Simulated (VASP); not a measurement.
## Si: single point with r2SCAN

Si:

```
CELL_PARAMETERS angstrom
0.00000 2.73469 2.73469
2.73469 0.00000 2.73469
2.73469 2.73469 0.00000
ATOMIC_POSITIONS crystal
Si 0.00000 0.00000 0.00000
Si 0.25000 0.25000 0.25000
```

| Quantity | Value |
| --- | --- |
| Program | VASP 6.6.1 |
| Task | single point |
| Functional | r2SCAN |
| Potentials or basis | VASP PAW PBE potentials, release 64 (Si) |
| Cutoff | 520 eV |
| k mesh | 12 × 12 × 12 |
| Occupations | gaussian, width 0.02 eV |
| Spin | no spin polarisation |

```
Pressure               : -1.5 GPa
Band gap on the k mesh : 0.81 eV, indirect (least direct gap 2.75 eV)
```

Levels at points of the mesh, in eV from the valence-band top:
```csv
k point,band 1,band 2,band 3,band 4,band 5,band 6,band 7,band 8
"(0.00, 0.00, 0.00)",-12.38,0.00,0.00,0.00,2.75,2.75,2.75,3.73
"(0.50, 0.00, 0.00)",-9.98,-7.17,-1.25,-1.25,1.80,3.60,3.60,8.30
"(0.50, 0.50, 0.00)",-8.09,-8.09,-2.95,-2.95,0.96,0.96,10.69,10.69
```

Run time: 46 s on 1 thread of Intel(R) Xeon(R) 6975P-C (Granite Rapids), on a shared host, peak memory 0.17 GiB.

Caveat: the PAW data sets were made with another functional, which shifts forces and pressure a little. r2SCAN opens gaps a little over a GGA but as a rule still falls short of measured ones.
